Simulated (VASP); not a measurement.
MgCd2S3:

```
CELL_PARAMETERS angstrom
4.00116 0.00000 0.00000
-2.00058 3.46511 0.00000
0.00000 0.00000 19.59262
ATOMIC_POSITIONS crystal
Mg 0.66667 0.33333 0.50000
Mg 0.66667 0.33333 0.83333
Cd 0.33333 0.66667 0.00000
Cd 0.33333 0.66667 0.33333
Cd 0.33333 0.66667 0.66667
Cd 0.66667 0.33333 0.16667
S 0.33333 0.66667 0.12833
S 0.33333 0.66667 0.46167
S 0.33333 0.66667 0.79500
S 0.66667 0.33333 0.29500
S 0.66667 0.33333 0.62833
S 0.66667 0.33333 0.96167
```

```yaml
Program: VASP 6.6.1
Task: relaxation of cell and atoms
Functional: PBE
Potentials_or_basis: VASP PAW PBE potentials, release 64 (Mg, Cd, S)
Cutoff: 600 eV
k_mesh: 6 × 6 × 1
Occupations: gaussian, width 0.1 eV
Spin: no spin polarisation
```

At the start: pressure 7.7 GPa; volume 22.64 Å³/atom.

Task: Where does the relaxation end?

Result: Over 15 steps the energy falls by 70.4 meV/atom and the volume is 25.12 Å³/atom (+11.0 %); space group P3m1 (No. 156, to 0.1 Å) before and after.

Step by step:
```tsv
step	energy change (eV)	largest force (eV/Å)	pressure (GPa)	volume (Å³)
1	0.0000	1.0790	7.66	271.64
2	-0.6831	0.2503	-2.25	316.38
3	-0.7773	0.4264	-0.17	303.30
4	-0.7772	0.4166	-0.29	303.95
5	-0.8006	0.2849	-0.21	303.26
6	-0.8205	0.2431	-0.01	301.73
7	-0.8291	0.1641	0.04	301.35
8	-0.8327	0.1498	0.10	300.91
9	-0.8379	0.1096	-0.08	301.88
10	-0.8381	0.1124	-0.12	302.09
11	-0.8413	0.0788	0.04	301.25
12	-0.8419	0.0676	0.15	300.64
13	-0.8439	0.0533	-0.04	301.69
14	-0.8439	0.0539	-0.05	301.73
15	-0.8447	0.0271	-0.01	301.49
```

Final structure:
```xyz
12
Lattice="4.1496 0.0000 0.0000 -2.0748 3.5936 0.0000 0.0000 0.0000 20.2178" Properties=species:S:1:pos:R:3 pbc="T T T"
Mg    2.0748    1.1979   10.1553
Mg    2.0748    1.1979   16.8150
Cd    0.0000    2.3958   20.1668
Cd    0.0000    2.3958    6.8664
Cd    0.0000    2.3958   13.5220
Cd    2.0748    1.1979    3.4085
S     0.0000    2.3958    2.5205
S     0.0000    2.3958    9.4379
S     0.0000    2.3958   16.0968
S     2.0748    1.1979    5.9789
S     2.0748    1.1979   12.6239
S     2.0748    1.1979   19.2822
```
